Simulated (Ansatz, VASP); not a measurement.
# Si2Sn: VASP beside Ansatz

```
Si Sn
1.0
     5.32103    0.00000    0.00000
    -2.66052    4.60815    0.00000
     0.00000    0.00000    5.04389
Si Sn
4 2
Cartesian
  0.7095 1.2288 0.0000
  -1.9511 3.3793 0.0000
  3.9021 0.0000 0.0000
  0.0000 0.0000 2.5219
  2.6605 1.5361 2.5219
  0.0000 3.0721 2.5219
```

Change from the starting cell: species swapped into the Mg2Cd type (P-62m, No. 189).

Alike in both runs: functional PBE; k mesh 4 × 4 × 3; occupations gaussian, width 0.2 eV; no spin polarisation.

Ansatz relaxed the structure, and its values are those at the end. VASP's run is a single point on that final structure, the one shown.

|  | VASP | Ansatz |
| --- | --- | --- |
| version | VASP 6.6.1 | Ansatz 0.2.0 |
| potentials or method | VASP PAW PBE potentials, release 64 (Si, Sn_d), cutoff 500 eV | scalar-relativistic, plane waves, PAW |
| valence electrons in the cell | 44 | 44 |

```tsv
	VASP	Ansatz	Ansatz less VASP
gap on the k mesh at the Fermi level (eV)	none	none	-
pressure (GPa)	-0.3	-0.2	+0.04
rms of the force components (eV/Å)	0.021	0.020	-0.0012
```

A gap of «none» marks a metal or a gap that the smearing closes.

The k mesh is coarse, so the values compare programs but aren't converged.
